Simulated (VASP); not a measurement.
# Mg (P6_3/mmc) in VASP: notebook

Mg is run at these levels: r2SCAN; tasks: relaxation of shape and atoms at fixed volume.

Program: VASP 6.6.1. These are calculated values, not measurements. Logs are shortened: lines on timing, memory, paths and dates and some standing lists are left out, and cuts for length are marked.

## 1. The cell of the first run

It takes space group P6_3/mmc (No. 194, hexagonal). Conventional cell: a = 3.201 Å, b = 3.201 Å, c = 5.155 Å, α = 90.00°, β = 90.00°, γ = 120.00°. Mg (site symmetry -6m2) has 12 Mg at 3.17 to 3.20 Å within 4.2 Å.

## 2. Relaxation of shape and atoms at fixed volume, r2SCAN (22.88 Å³/atom)

POSCAR reads:

```
Mg
1.0
    3.2012584468      0.0000000000      0.0000000000
   -1.6006292234      2.7723711390      0.0000000000
    0.0000000000      0.0000000000      5.1550163077
Mg
2
Direct
    0.3333333333      0.6666666667      0.7500000000
    0.6666666667      0.3333333333      0.2500000000
```

INCAR.step1 reads:

```
SYSTEM = Mg
  ALGO = Normal
  EDIFF = 1E-4
  ENCUT = 600
  GGA = PE
  ISMEAR = 0
  LASPH = .TRUE.
  LCHARG = .FALSE.
  LREAL = .FALSE.
  LWAVE = .TRUE.
  NELM = 60
  PREC = Accurate
  SIGMA = 0.05
```

INCAR.step2 reads:

```
SYSTEM = Mg
  ALGO = Normal
  EDIFF = 1E-6
  EDIFFG = -0.01
  ENCUT = 600
  IBRION = 2
  ISIF = 4
  ISMEAR = 0
  ISTART = 1
  LASPH = .TRUE.
  LCHARG = .FALSE.
  LMIXTAU = .TRUE.
  LREAL = .FALSE.
  LWAVE = .FALSE.
  METAGGA = R2SCAN
  NELM = 60
  NSW = 60
  PREC = Accurate
  SIGMA = 0.05
```

KPOINTS reads:

```
k-points
0
G
  16 16 8
  0 0 0
```

Potentials or basis: VASP PAW PBE potentials, release 64 (Mg).

Started as:

```
> cat potpaw_PBE.64/Mg/POTCAR > POTCAR
> cp INCAR.step1 INCAR
> mpirun -np 1 vasp_std > vasp.out
> cp INCAR.step2 INCAR
> mpirun -np 1 vasp_std > vasp.out
```

OUTCAR:

```text
SYSTEM = Mg
   EDIFF = 1E-6
   EDIFFG = -0.01
   ENCUT = 600
   IBRION = 2
   ISIF = 4
   ISMEAR = 0
   ISTART = 1
   LASPH = .TRUE.
   LREAL = .FALSE.
   METAGGA = R2SCAN
   NELM = 60
   NSW = 60
   PREC = Accurate

 ion  position               nearest neighbor table
   1  0.333  0.667  0.750-   2 3.17   2 3.17   2 3.17   2 3.17   2 3.17   2 3.17
   2  0.667  0.333  0.250-   1 3.17   1 3.17   1 3.17   1 3.17   1 3.17   1 3.17

  LATTYP: Found a hexagonal cell.
 ALAT       =     3.2012584468
 C/A-ratio  =     1.6103093185

  Lattice vectors:

 A1 = (   3.2012584468,   0.0000000000,   0.0000000000)
 A2 = (  -1.6006292234,   2.7723711390,   0.0000000000)
 A3 = (   0.0000000000,   0.0000000000,   5.1550163077)

Analysis of symmetry for initial positions (statically):
=====================================================================
 Subroutine PRICEL returns:
 Original cell was already a primitive cell.

 Routine SETGRP: Setting up the symmetry group for a
 hexagonal supercell.

 Subroutine GETGRP returns: Found 24 space group operations
 (whereof 12 operations were pure point group operations)
 out of a pool of 24 trial point group operations.

The static configuration has the point symmetry D_3d.
 The point group associated with its full space group is D_6h.

Analysis of symmetry for dynamics (positions and initial velocities):
=====================================================================
 Subroutine PRICEL returns:
 Original cell was already a primitive cell.

 Routine SETGRP: Setting up the symmetry group for a
 hexagonal supercell.

 Subroutine GETGRP returns: Found 24 space group operations
 (whereof 12 operations were pure point group operations)
 out of a pool of 24 trial point group operations.

The dynamic configuration has the point symmetry D_3d.
 The point group associated with its full space group is D_6h.

 Subroutine INISYM returns: Found 24 space group operations
 (whereof 12 operations are pure point group operations),
 and found     1 'primitive' translations

----------------------------------------------------------------------------------------

                                     Primitive cell

  volume of cell :      45.7512

  direct lattice vectors                    reciprocal lattice vectors
     3.201258447  0.000000000  0.000000000     0.312377153  0.180351033  0.000000000
    -1.600629223  2.772371139  0.000000000     0.000000000  0.360702067  0.000000000
     0.000000000  0.000000000  5.155016308     0.000000000  0.000000000  0.193985807

  length of vectors
     3.201258447  3.201258447  5.155016308     0.360702067  0.360702067  0.193985807

  position of ions in fractional coordinates (direct lattice)
     0.333333333  0.666666667  0.750000000
     0.666666667  0.333333333  0.250000000

  ion indices of the primitive-cell ions
   primitive index   ion index
                 1           1
                 2           2

----------------------------------------------------------------------------------------

 KPOINTS: k-points

Automatic generation of k-mesh.
 Grid dimensions read from file:
 generate k-points for:   16   16    8

 Generating k-lattice:

  Cartesian coordinates                     Fractional coordinates (reciprocal lattice)
     0.019523572  0.011271940  0.000000000     0.062500000 -0.000000000  0.000000000
     0.000000000  0.022543879  0.000000000     0.000000000  0.062500000  0.000000000
     0.000000000  0.000000000  0.024248226     0.000000000  0.000000000  0.125000000

[... 51 lines left out ...]
   LNONCOLLINEAR =      F non collinear calculations
   LSORBIT =      F    spin-orbit coupling
   LASPH  =      T    aspherical Exc in radial PAW
   ENCUT  =  600.0 eV  44.10 Ry    6.64 a.u.   6.39  6.39 10.30*2*pi/ulx,y,z
   NELM   =     60;   NELMIN=  2; NELMDL=  0     # of ELM steps
   EDIFF  = 0.1E-05   stopping-criterion for ELM
   LREAL  =      F    real-space projection
   EDIFFG = -.1E-01   stopping-criterion for IOM
   NSW    =     60    number of steps for IOM
   IBRION =      2    ionic relax: 0-MD 1-quasi-New 2-CG
   NFREE  =      1    steps in history (QN), initial steepest desc. (CG)
   ISIF   =      4    stress and relaxation
   ISYM   =      2    0-nonsym 1-usesym 2-fastsym
   POTIM  = 0.5000    time-step for ionic-motion
   TEBEG  =    0.0;   TEEND  =   0.0 temperature during run
   PSTRESS=    0.0 pullay stress
   NELECT =       4.0000    total number of electrons
   NUPDOWN=      -1.0000    fix difference up-down
   EMIN   =  10.00;   EMAX   =-10.00  energy-range for DOS
   EFERMI =   0.00;   METHOD = LEGACY
   ISMEAR =     0;   SIGMA  =   0.05  broadening in eV -4-tet -1-fermi 0-gaus
   EFERMI_NEDOS =   21; number of points for ismear=-14 and -15
   IALGO  =     38    algorithm
   IMIX   =      4    mixing-type and parameters
     AMIX     =   0.40;   BMIX     =  1.00
     AMIX_MAG =   1.60;   BMIX_MAG =  1.00
  volume/ion in A,a.u.               =      22.88       154.37
  Fermi-wavevector in a.u.,A,eV,Ry     =   0.726598  1.373071  7.183120  0.527944
  Thomas-Fermi vector in A             =   1.817611
   LORBIT       =      0    0 simple, 1 ext, 2 COOP (PROOUT), +10 PAW based schemes
   METAGGA = R2SCAN    functional components
   LHFCALC =     F    Hartree Fock is set to
   AEXX    =    0.0000 exact exchange contribution
   IVDW    =     0    specifies the selected vdW correction
   LEPSILON=     F    determine dielectric tensor
   LRPA    =     F    only Hartree local field effects (RPA)
 conjugate gradient relaxation of ions
 non-spin polarized calculation
 Gauss-broadening in eV      SIGMA  =   0.05
  energy-cutoff  :      600.00
  volume of cell :       45.75
 maximum number of plane-waves:      1552
 NGX is ok and might be reduce to    28
   NGX = 13   NGY = 13   NGZ = 21

--------------------------------------- Ionic step        1  -------------------------------------------

 number of electron       4.0000000 magnetization

 Free energy of the ion-electron system (eV)
  ---------------------------------------------------
  ext. energy  EPLUGINS =         0.00000000
  ---------------------------------------------------
  free energy    TOTEN  =        -8.29036111 eV

  energy without entropy =       -8.28891352  energy(sigma->0) =       -8.28963732

------------------------ aborting loop because EDIFF is reached ----------------------------------------

  FORCE on cell =-STRESS in cart. coord.  units (eV):
  Direction    XX          YY          ZZ          XY          YZ          ZX
  --------------------------------------------------------------------------------------
  -------------------------------------------------------------------------------------
  Total       -0.2043346     -0.2043346     -0.2556635      0.0000000      0.0000000     -0.0000000
  in kB       -7.1556718     -7.1556718     -8.9531782      0.0000000      0.0000000     -0.0000000
  external PRESSURE =      -7.7548406 kB  Pullay stress =       0.0000000 kB

 VOLUME and BASIS-vectors are now :
 -----------------------------------------------------------------------------
  energy-cutoff  :      600.00
  volume of cell :       45.75
      direct lattice vectors                 reciprocal lattice vectors
     3.201258447  0.000000000  0.000000000     0.312377153  0.180351033  0.000000000
    -1.600629223  2.772371139  0.000000000     0.000000000  0.360702067  0.000000000
     0.000000000  0.000000000  5.155016308     0.000000000  0.000000000  0.193985807

 POSITION                                       TOTAL-FORCE (eV/Angst)
 -----------------------------------------------------------------------------------
     -0.00000      1.84825      3.86626        -0.000000     -0.000000      0.000000
      1.60063      0.92412      1.28875         0.000000      0.000000      0.000000
 -----------------------------------------------------------------------------------
    total drift:                                0.000000     -0.000000      0.000000

  FREE ENERGIE OF THE ION-ELECTRON SYSTEM (eV)
  ---------------------------------------------------
  free  energy   TOTEN  =        -8.2903611133 eV

  energy  without entropy=       -8.2889135247  energy(sigma->0) =       -8.28963732

--------------------------------------- Ionic step        2  -------------------------------------------

 number of electron       4.0000000 magnetization

 Free energy of the ion-electron system (eV)
  ---------------------------------------------------
  ext. energy  EPLUGINS =         0.00000000
  ---------------------------------------------------
  free energy    TOTEN  =        -8.29039146 eV

  energy without entropy =       -8.28896471  energy(sigma->0) =       -8.28967809

 E-fermi :   2.6742     XC(G=0):  -9.0506

 val. band max:        2.6686204384   @ k =   0.3125   0.2500   0.2500
 cond. band min:       2.6756597443   @ k =   0.3125   0.3125   0.2500
 fundamental gap:      0.0070393059
 Fermi energy:         2.6741840075

 k-point     1 :       0.0000    0.0000    0.0000
  band No.  band energies     occupation
      1      -4.7397      2.00000
      2       0.8069      2.00000
      3       1.5607      2.00000
      4      14.2831      0.00000
      5      14.2831      0.00000
      6      14.4237      0.00000
[... 199 lines left out ...]
 k-point    24 :       0.2500    0.1875    0.0000
  band No.  band energies     occupation
      1      -1.7646      2.00000
      2       3.5997      0.00000
      3       3.7334      0.00000
      4       4.8729      0.00000
      5       6.2245      0.00000
      6       9.6306      0.00000

 [... further k-points ...]
[... 5 lines left out ...]
  --------------------------------------------------------------------------------------
  -------------------------------------------------------------------------------------
  Total       -0.2140779     -0.2140779     -0.2355171      0.0000000     -0.0000000      0.0000000
  in kB       -7.4968755     -7.4968755     -8.2476639      0.0000000     -0.0000000      0.0000000
  external PRESSURE =      -7.7471383 kB  Pullay stress =       0.0000000 kB

 VOLUME and BASIS-vectors are now :
 -----------------------------------------------------------------------------
  energy-cutoff  :      600.00
  volume of cell :       45.75
      direct lattice vectors                 reciprocal lattice vectors
     3.202580175  0.000000000 -0.000000000     0.312248233  0.180276601  0.000000000
    -1.601290087  2.773515789  0.000000000     0.000000000  0.360553203  0.000000000
     0.000000000  0.000000000  5.150762161     0.000000000 -0.000000000  0.194146025

 POSITION                                       TOTAL-FORCE (eV/Angst)
 -----------------------------------------------------------------------------------
     -0.00000      1.84901      3.86307         0.000000     -0.000000      0.000000
      1.60129      0.92451      1.28769        -0.000000      0.000000     -0.000000
 -----------------------------------------------------------------------------------
    total drift:                                0.000000     -0.000000      0.000000

  FREE ENERGIE OF THE ION-ELECTRON SYSTEM (eV)
  ---------------------------------------------------
  free  energy   TOTEN  =        -8.2903914595 eV

  energy  without entropy=       -8.2889647106  energy(sigma->0) =       -8.28967809

 reached required accuracy - stopping structural energy minimisation
```

It took 6.2 min on 1 thread of Intel Xeon 8259CL, shared host; peak memory 0.23 GiB.

Results:

| Property | Result |
| --- | --- |
| Free energy | -8.2904 eV |
| Energy gained by relaxing | 0.0 meV/atom |
| Ionic steps | 2 |
| Pressure after relaxing | -0.8 GPa |
| Band gap on the k mesh | zero (bands 2 and 3 overlap by 2.11 eV) |

Final structure:
```
Mg
1.0
     3.20258    0.00000    0.00000
    -1.60129    2.77352    0.00000
     0.00000    0.00000    5.15076
Mg
2
Cartesian
  0.0000 1.8490 3.8631
  1.6013 0.9245 1.2877
```

Levels at points of the mesh, in eV from the Fermi level:
| k point | band 1 | band 2 | band 3 | band 4 | band 5 | band 6 |
| --- | --- | --- | --- | --- | --- | --- |
| (0.00, 0.00, 0.00) | -7.41 | -1.87 | -1.11 | 11.61 | 11.61 | 11.75 |
| (0.50, 0.00, 0.00) | -2.41 | -2.25 | 2.83 | 3.13 | 3.65 | 4.06 |
| (0.00, 0.00, 0.50) | -5.91 | -5.91 | 5.55 | 5.55 | 12.38 | 12.38 |
| (0.50, 0.00, 0.50) | -1.27 | -1.27 | -0.41 | -0.41 | 8.54 | 8.57 |

Caveat: the PAW data sets were made with another functional, which shifts forces and pressure a little.

## 3. Relaxation of shape and atoms at fixed volume, r2SCAN

This run uses another cell than the first one, of 22.98 Å³/atom.

POSCAR reads:

```
Mg
1.0
    3.1852041749      0.0000000000      0.0000000000
   -1.5926020875      2.7584677317      0.0000000000
    0.0000000000      0.0000000000      5.2309183621
Mg
2
Direct
    0.3333333333      0.6666666667      0.7500000000
    0.6666666667      0.3333333333      0.2500000000
```

INCAR.step1 reads:

```
SYSTEM = Mg
ALGO     = Normal         ! electronic algorithm
EDIFF    = 1E-4           ! SCF threshold, eV
ENCUT    = 600            ! plane-wave cutoff, eV
GGA      = PE             ! functional
ISMEAR   = 0              ! smearing method
LASPH    = .True.         ! aspherical terms in the spheres
LCHARG   = .False.        ! write CHGCAR
LREAL    = .False.        ! projectors in reciprocal space
LWAVE    = .True.         ! write WAVECAR
NELM     = 60             ! most SCF steps
PREC     = Accurate       ! precision mode
SIGMA    = 0.05           ! smearing width, eV
```

INCAR.step2 reads:

```
SYSTEM = Mg
ALGO     = Normal         ! electronic algorithm
EDIFF    = 1E-6           ! SCF threshold, eV
EDIFFG   = -0.02          ! ionic threshold
ENCUT    = 600            ! plane-wave cutoff, eV
IBRION   = 2              ! ionic algorithm
ISIF     = 4              ! what is computed and relaxed
ISMEAR   = 0              ! smearing method
ISTART   = 1            
LASPH    = .True.         ! aspherical terms in the spheres
LCHARG   = .False.        ! write CHGCAR
LMIXTAU  = .True.       
LREAL    = .False.        ! projectors in reciprocal space
LWAVE    = .False.        ! write WAVECAR
METAGGA  = R2SCAN         ! meta-GGA
NELM     = 60             ! most SCF steps
NSW      = 60             ! ionic steps
PREC     = Accurate       ! precision mode
SIGMA    = 0.05           ! smearing width, eV
```

KPOINTS reads:

```
k-points
0
Gamma
  16 16 8
  0 0 0
```

Potentials or basis: VASP PAW PBE potentials, release 64 (Mg).

Started as:

```
> cat potpaw_PBE.64/Mg/POTCAR > POTCAR
> cp INCAR.step1 INCAR
> mpirun -np 1 vasp_std > vasp.out
> cp INCAR.step2 INCAR
> mpirun -np 1 vasp_std > vasp.out
```

Wall time 9.5 min (1 thread of Intel Xeon 8259CL, shared host); peak memory 0.23 GiB.

The run converged. Its results:

```
Free energy               : -8.2892 eV
Energy gained by relaxing : 1.1 meV/atom
Ionic steps               : 3
Pressure after relaxing   : -0.9 GPa
Band gap on the k mesh    : zero (bands 2 and 3 overlap by 2.12 eV)
```

Stress tensor (GPa, compression positive):
```
-0.89  0.00  0.00
 0.00 -0.89  0.00
 0.00  0.00 -1.04
```

Step by step:
```
step  energy change (eV)  largest force (eV/Å)  pressure (GPa)  volume (Å³)
   1              0.0000                0.0000           -0.92        45.96
   2             -0.0010                0.0000           -0.93        45.96
   3             -0.0023                0.0000           -0.94        45.96
```

Final structure:
```yaml
crystal:
  lattice:
    - [3.20660, 0.00000, 0.00000]
    - [-1.60330, 2.77700, 0.00000]
    - [0.00000, 0.00000, 5.16135]
  atoms:
    - { symbol: Mg, position: [0.33333, 0.66667, 0.75000] }
    - { symbol: Mg, position: [0.66667, 0.33333, 0.25000] }
```

Levels at points of the mesh, in eV from the Fermi level:
```tsv
k point	band 1	band 2	band 3	band 4	band 5	band 6
(0.00, 0.00, 0.00)	-7.40	-1.87	-1.12	11.59	11.59	11.72
(0.50, 0.00, 0.00)	-2.40	-2.25	2.82	3.12	3.62	4.04
(0.00, 0.00, 0.50)	-5.90	-5.90	5.52	5.52	12.36	12.36
(0.50, 0.00, 0.50)	-1.27	-1.27	-0.41	-0.41	8.52	8.52
```

Caveat: the PAW data sets were made with another functional, which shifts forces and pressure a little.
